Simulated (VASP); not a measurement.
Runs of VASP 6.6.1 on MgSb2. The structure is that of space group Cmcm (No. 63), or close to it. The cells are those of the table. 

| cell | gap on the mesh (eV) | pressure (GPa) | largest force (eV/Å) |
| --- | --- | --- | --- |
| a = 5.448, b = 5.448, c = 5.512 Å, angles 90.0, 90.0, 64.1°, 6 atoms | none | -1.1 | 0.34 |
| a = 5.678, b = 5.678, c = 5.744 Å, angles 90.0, 90.0, 64.1°, 6 atoms | none | -6.3 | 0.19 |
| a = 5.542, b = 5.542, c = 5.607 Å, angles 90.0, 90.0, 64.1°, 6 atoms | none | -3.6 | 0.28 |
| a = 5.633, b = 5.633, c = 5.699 Å, angles 90.0, 90.0, 64.1°, 6 atoms | none | (a) | 0.22 |
| a = 5.588, b = 5.588, c = 5.653 Å, angles 90.0, 90.0, 64.1°, 6 atoms | none | -4.7 | 0.24 |
| a = 5.721, b = 5.721, c = 5.788 Å, angles 90.0, 90.0, 64.1°, 6 atoms | none | -7.0 | 0.17 |
| a = 5.400, b = 5.400, c = 5.463 Å, angles 90.0, 90.0, 64.1°, 6 atoms | none | 0.5 | 0.38 |
| a = 5.351, b = 5.351, c = 5.413 Å, angles 90.0, 90.0, 64.1°, 6 atoms | none | (b) | 0.42 |

Alike in all rows: task single point; level PBEsol+D4; potentials or basis VASP PAW PBE potentials, release 64 (Mg, Sb); no spin polarisation; k mesh 4 × 4 × 4; cutoff (eV) 520; smearing fermi-dirac 0.1 eV.

Q: Fill in the values left out.

A: (a) -5.6; (b) 2.3.

Caveats: the PAW data sets were made with another functional, which shifts forces and pressure a little; spin-orbit coupling is left out, which moves the levels of the heavy elements; the cell stands under tension (at least some runs).

A k mesh can miss the band edges, and the runs leave out spin-orbit coupling on Sb.

A gap of «none» marks levels without a gap at the run's occupations.
